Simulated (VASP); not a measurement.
# Sb (Pm-3m) in VASP: settings compared

Aim: see how the results for Sb move with the level of theory and the settings. Levels: PBE exchange alone, HSE06. Tasks: single point.

Everything below comes from runs of VASP 6.6.1. Logs are shortened: lines on timing, memory, paths and dates and some standing lists are left out, and cuts for length are marked.

## 1. The cell of the first run

It takes space group Pm-3m (No. 221, cubic). Conventional cell: a = 3.160 Å, b = 3.160 Å, c = 3.160 Å, α = 90.00°, β = 90.00°, γ = 90.00°. Within 4.2 Å of Sb (site symmetry m-3m) lie 6 Sb at 3.16 Å.

This isn't the form of Sb at room conditions, which is rhombohedral.

## 2. Single point, PBE exchange alone, non-collinear spin, zero start, spin-orbit coupling

The input, INCAR:

```
SYSTEM = Sb
  AGGAC = 0.0
  ALDAC = 0.0
  ALGO = Normal
  EDIFF = 1E-6
  ENCUT = 520
  GGA = PE
  GGA_COMPAT = .FALSE.
  ISIF = 2
  ISMEAR = -1
  LASPH = .TRUE.
  LCHARG = .FALSE.
  LORBIT = 11
  LORBMOM = .TRUE.
  LREAL = .FALSE.
  LSORBIT = .TRUE.
  LWAVE = .FALSE.
  MAGMOM = 0 0 0
  NBANDS = 16
  NELM = 150
  PREC = Accurate
  SIGMA = 0.1
```

The input, KPOINTS:

```
k-points
0
G
  8 8 8
  0 0 0
```

The input, POSCAR:

```
Sb
1.0
    3.1600000000      0.0000000000      0.0000000000
    0.0000000000      3.1600000000      0.0000000000
    0.0000000000      0.0000000000      3.1600000000
Sb
1
Direct
    0.0000000000      0.0000000000      0.0000000000
```

Potentials or basis: VASP PAW PBE potentials, release 64 (Sb).

Launch:

```
$ cat potpaw_PBE.64/Sb/POTCAR > POTCAR
$ mpirun -np 1 vasp_ncl > vasp.out
```

OUTCAR:

```text
SYSTEM = Sb
   EDIFF = 1E-6
   ENCUT = 520
   GGA = PE
   ISIF = 2
   ISMEAR = -1
   LASPH = .TRUE.
   LORBIT = 11
   LREAL = .FALSE.
   LSORBIT = .TRUE.
   NELM = 150
   PREC = Accurate

 ion  position               nearest neighbor table
   1  0.000  0.000  0.000-

  LATTYP: Found a simple cubic cell.
 ALAT       =     3.1600000000

  Lattice vectors:

 A1 = (   3.1600000000,   0.0000000000,   0.0000000000)
 A2 = (   0.0000000000,   3.1600000000,   0.0000000000)
 A3 = (   0.0000000000,   0.0000000000,   3.1600000000)

Analysis of symmetry for initial positions (statically):
=====================================================================
 Subroutine PRICEL returns:
 Original cell was already a primitive cell.

 Routine SETGRP: Setting up the symmetry group for a
 simple cubic supercell.

 Subroutine GETGRP returns: Found 48 space group operations
 (whereof 48 operations were pure point group operations)
 out of a pool of 48 trial point group operations.

The static configuration has the point symmetry O_h .

Analysis of symmetry for dynamics (positions and initial velocities):
=====================================================================
 Subroutine PRICEL returns:
 Original cell was already a primitive cell.

 Routine SETGRP: Setting up the symmetry group for a
 simple cubic supercell.

 Subroutine GETGRP returns: Found 48 space group operations
 (whereof 48 operations were pure point group operations)
 out of a pool of 48 trial point group operations.

The dynamic configuration has the point symmetry O_h .

Analysis of structural, dynamic, and magnetic symmetry:
=====================================================================
 Subroutine PRICEL returns:
 Original cell was already a primitive cell.

 Routine SETGRP: Setting up the symmetry group for a
 simple cubic supercell.

 Subroutine GETGRP returns: Found 48 space group operations
 (whereof 48 operations were pure point group operations)
 out of a pool of 48 trial point group operations.

The overall configuration has the point symmetry O_h .

 Subroutine INISYM returns: Found 48 space group operations
 (whereof 48 operations are pure point group operations),
 and found     1 'primitive' translations

----------------------------------------------------------------------------------------
[... 151 lines left out ...]
      1      -4.0137      1.00000
      2      -4.0137      1.00000
      3      10.4294      0.00000
      4      10.4294      0.00000
      5      11.3182      0.00000
      6      11.3182      0.00000
[... 433 lines left out ...]
      3       4.4484      1.00000
      4       4.4484      1.00000
      5       5.9621      1.00000
      6       5.9621      1.00000
[... 8 lines left out ...]
     15      21.6425      0.00000
     16      21.6425      0.00000

 [... further k-points ...]

------------------------ aborting loop because EDIFF is reached ----------------------------------------

  FORCE on cell =-STRESS in cart. coord.  units (eV):
  Direction    XX          YY          ZZ          XY          YZ          ZX
  --------------------------------------------------------------------------------------
  -------------------------------------------------------------------------------------
  Total        1.3980884      1.3980884      1.3980884     -0.0000000      0.0000000     -0.0000000
  in kB       70.9878414     70.9878414     70.9878414     -0.0000000      0.0000000     -0.0000000
  external PRESSURE =      70.9878414 kB  Pullay stress =       0.0000000 kB

 VOLUME and BASIS-vectors are now :
 -----------------------------------------------------------------------------
  energy-cutoff  :      520.00
  volume of cell :       31.55
      direct lattice vectors                 reciprocal lattice vectors
     3.160000000  0.000000000  0.000000000     0.316455696  0.000000000  0.000000000
     0.000000000  3.160000000  0.000000000     0.000000000  0.316455696  0.000000000
     0.000000000  0.000000000  3.160000000     0.000000000  0.000000000  0.316455696

 POSITION                                       TOTAL-FORCE (eV/Angst)
 -----------------------------------------------------------------------------------
      0.00000      0.00000      0.00000         0.000000      0.000000      0.000000
 -----------------------------------------------------------------------------------
    total drift:                               -0.000000      0.000000     -0.000000

  FREE ENERGIE OF THE ION-ELECTRON SYSTEM (eV)
  ---------------------------------------------------
  free  energy   TOTEN  =        -2.7146273856 eV

  energy  without entropy=       -2.6891053150  energy(sigma->0) =       -2.70186635

 orbital moment (x)

 # of ion     p       d       tot
 ----------------------------------------
  1        -0.000   0.000  -0.000
 ----------------------------------------
           -0.000   0.000  -0.000

 orbital moment (y)

 # of ion     p       d       tot
 ----------------------------------------
  1        -0.000  -0.000  -0.000
 ----------------------------------------
           -0.000  -0.000  -0.000

 orbital moment (z)

 # of ion     p       d       tot
 ----------------------------------------
  1         0.000   0.000   0.000
 ----------------------------------------
            0.000   0.000   0.000

 Spin-Orbit-Coupling matrix elements

 Ion:    1  E_soc:     -0.1328814
 l=   1
     0.0000000    -0.0220374    -0.0220374
    -0.0220374     0.0000000    -0.0220374
    -0.0220374    -0.0220374     0.0000000
 l=   2
     0.0000000    -0.0000131     0.0000000    -0.0000131    -0.0000963
    -0.0000131     0.0000000    -0.0000723    -0.0000131    -0.0000241
     0.0000000    -0.0000723     0.0000000    -0.0000723     0.0000000
    -0.0000131    -0.0000131    -0.0000723     0.0000000    -0.0000241
    -0.0000963    -0.0000241     0.0000000    -0.0000241     0.0000000
 l=   3
     0.0000000     0.0000000     0.0000000     0.0000000     0.0000000     0.0000000     0.0000000
     0.0000000     0.0000000     0.0000000     0.0000000     0.0000000     0.0000000     0.0000000
     0.0000000     0.0000000     0.0000000     0.0000000     0.0000000     0.0000000     0.0000000
     0.0000000     0.0000000     0.0000000     0.0000000     0.0000000     0.0000000     0.0000000
     0.0000000     0.0000000     0.0000000     0.0000000     0.0000000     0.0000000     0.0000000
     0.0000000     0.0000000     0.0000000     0.0000000     0.0000000     0.0000000     0.0000000
     0.0000000     0.0000000     0.0000000     0.0000000     0.0000000     0.0000000     0.0000000

 total charge

# of ion       s       p       d       tot
------------------------------------------
    1        1.231   1.118   0.029   2.378

 magnetization (x)

# of ion       s       p       d       tot
------------------------------------------
    1        0.000   0.000   0.000   0.000

 magnetization (y)

# of ion       s       p       d       tot
------------------------------------------
    1       -0.000   0.000   0.000  -0.000

 magnetization (z)

# of ion       s       p       d       tot
------------------------------------------
    1       -0.000   0.000   0.000  -0.000
```

OSZICAR:

```text
N       E                     dE             d eps       ncg     rms          rms(c)
DAV:   1     0.139347972077E+02    0.13935E+02   -0.16857E+03  1120   0.475E+02
DAV:   2    -0.198535708338E+01   -0.15920E+02   -0.15108E+02  1616   0.857E+01
DAV:   3    -0.269576582607E+01   -0.71041E+00   -0.70495E+00  1336   0.172E+01
DAV:   4    -0.270150381208E+01   -0.57380E-02   -0.57375E-02  1352   0.189E+00
DAV:   5    -0.270157964949E+01   -0.75837E-04   -0.75837E-04  1392   0.224E-01    0.216E+00
DAV:   6    -0.270851933562E+01   -0.69397E-02   -0.18990E-03  1344   0.311E-01    0.130E+00
DAV:   7    -0.271255834627E+01   -0.40390E-02   -0.14495E-03  1248   0.276E-01    0.778E-01
DAV:   8    -0.271449231181E+01   -0.19340E-02   -0.14008E-03  1256   0.273E-01    0.760E-02
DAV:   9    -0.271462353586E+01   -0.13122E-03   -0.15231E-04  1272   0.974E-02    0.375E-03
DAV:  10    -0.271462690599E+01   -0.33701E-05   -0.50733E-06  1288   0.161E-02    0.250E-03
DAV:  11    -0.271462738562E+01   -0.47963E-06   -0.86273E-07  1248   0.632E-03
   1 F= -.27146274E+01 E0= -.27018664E+01  d E =-.255221E-01  mag=    -0.0000     0.0000     0.0000
```

It took 46 s on 1 thread of Intel Xeon 8259CL, shared host; peak memory 0.2 GiB.

What came out:

```yaml
Free_energy: -2.7146 eV
Pressure: 7.1 GPa
Net_moment: 0.00 μB per cell
Valence_electrons_inside_the_program's_atomic_spheres: Sb 2.38
```

Moments on the atoms (μB; x, y, z):
```
Sb  0.00 0.00 0.00
```

Caveat: the cell stands under pressure.

## 3. Single point, HSE06

POSCAR is that of step 2.

The input, INCAR.step1:

```
  ALGO = Normal
  EDIFF = 1E-5
  ENCUT = 520
  GGA = PE
  ISIF = 2
  ISMEAR = -1
  LASPH = T
  LCHARG = F
  LREAL = F
  LWAVE = T
  NBANDS = 8
  NELM = 60
  PREC = Accurate
  SIGMA = 0.05
```

The input, INCAR.step2:

```
  ALGO = Normal
  EDIFF = 1E-6
  ENCUT = 520
  GGA = PE
  HFSCREEN = 0.2079
  ISIF = 2
  ISMEAR = -1
  ISTART = 1
  LASPH = T
  LCHARG = F
  LHFCALC = T
  LREAL = F
  LWAVE = F
  NBANDS = 8
  NELM = 60
  PREC = Accurate
  PRECFOCK = Normal
  SIGMA = 0.05
```

The input, KPOINTS:

```
k-points
0
Gamma
  6 6 6
```

Potentials or basis: VASP PAW PBE potentials, release 64 (Sb).

Launch:

```
$ cat potpaw_PBE.64/Sb/POTCAR > POTCAR
$ cp INCAR.step1 INCAR
$ mpirun -np 1 vasp_std > vasp.out
$ cp INCAR.step2 INCAR
$ mpirun -np 1 vasp_std > vasp.out
```

It took 8.3 min on 1 thread of Intel Xeon 8259CL, shared host; peak memory 0.25 GiB.

It converged, with:

```
Free energy            : -4.9872 eV
Pressure               : -4.1 GPa
Band gap on the k mesh : zero (an odd number of electrons rules out a gap without spin polarisation)
```

Levels at points of the mesh, in eV from the Fermi level:
| k point | band 1 | band 2 | band 3 | band 4 | band 5 |
| --- | --- | --- | --- | --- | --- |
| (0.00, 0.00, 0.00) | -13.63 | 3.37 | 3.37 | 3.37 | 7.10 |
| (0.50, 0.00, 0.00) | -11.12 | -6.20 | 5.36 | 5.36 | 9.17 |
| (0.50, 0.50, 0.00) | -8.46 | -4.09 | -4.09 | 2.42 | 7.34 |
| (0.50, 0.50, 0.50) | -5.51 | -2.11 | -2.11 | -2.11 | 5.07 |

Caveat: the cell stands under tension; the PAW data sets were made with another functional, which shifts forces and pressure a little; spin-orbit coupling is left out, which moves the levels of the heavy elements.
